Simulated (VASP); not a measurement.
Write the native input for VASP 6.6.1 that does the following.

```yaml
Task: single point
Functional: PBEsol
Potentials_or_basis: VASP PAW PBE potentials, release 64 (Ga_d)
Cutoff: 520 eV
k_mesh: 7 × 7 × 6
Occupations: fermi-dirac, width 0.05 eV
Spin: no spin polarisation
Dipole_correction: no
Further_INCAR_settings: ALGO = Fast; EDIFF = 1e-07; NBANDS = 34
```

The structure of Ga lies in POSCAR:

```
Ga
1.0
    3.8169566100     -2.3266295500      0.0000000000
    3.8169566100      2.3266295500      0.0000000000
    0.0000000000      0.0000000000      4.4882540000
Ga
4
Direct
    0.6655504900      0.0096853900      0.2500000000
    0.0096853900      0.6655504900      0.7500000000
    0.3344495100      0.9903146100      0.7500000000
    0.9903146100      0.3344495100      0.2500000000
```

The input as run:

INCAR

```
  ALGO = Fast
  EDIFF = 1E-7
  ENCUT = 520
  GGA = PS
  ISIF = 2
  ISMEAR = -1
  LASPH = T
  LCHARG = F
  LREAL = F
  LWAVE = F
  NBANDS = 34
  NELM = 100
  PREC = Accurate
  SIGMA = 0.05
```

KPOINTS

```
k-points
0
Gamma
  7 7 6
```

Potentials or basis: VASP PAW PBE potentials, release 64 (Ga_d).

Run with:

```console
$ cat potpaw_PBE.64/Ga_d/POTCAR > POTCAR
$ mpirun -np 1 vasp_std > vasp.out
```

Results of the run:

The pressure is -0.1 GPa and the largest force is 0.027 eV/Å. The band gap on the k mesh is zero (band 26 reaches 5.10 eV, above the bottom of band 27 at 4.38 eV).

Caveat: the PAW data sets were made with another functional, which shifts forces and pressure a little.

It took 2.3 min on 1 thread of Intel(R) Xeon(R) Platinum 8375C CPU @ 2.90GHz (Ice Lake) (shared host), peak memory 0.28 GiB.
